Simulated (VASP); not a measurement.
Al: single point with PBEsol

Al:

```
Al
1.0
     2.85748    0.00000    0.00000
    -1.42874    2.47465    0.00000
     0.00000    0.00000    4.61038
Al
2
Direct
  0.33333 0.66667 0.25000
  0.66667 0.33333 0.75000
```

- Program: VASP 6.6.1
- Task: single point
- Functional: PBEsol
- Potentials or basis: VASP PAW PBE potentials, release 64 (Al)
- Cutoff: 520 eV
- k mesh: 13 × 13 × 7
- Occupations: fermi-dirac, width 0.1 eV
- Spin: no spin polarisation
- Dipole correction: no
- Further INCAR settings: ALGO = Normal; EDIFF = 1e-06; NBANDS = 10

* Pressure: 0.0 GPa
* Band gap on the k mesh: zero (band 3 reaches 11.50 eV, above the bottom of band 4 at 5.25 eV)

Levels at points of the mesh, in eV from the Fermi level:
```csv
k point,band 1,band 2,band 3,band 4,band 5,band 6,band 7,band 8
"(0.00, 0.00, 0.00)",-11.22,-4.58,-4.25,10.45,10.45,10.87,10.87,12.27
```

Wall time 16 s on 1 thread of AMD EPYC 9R45 (Zen 5), on a shared host, peak memory 0.12 GiB.

Caveat: the PAW data sets were made with another functional, which shifts forces and pressure a little.
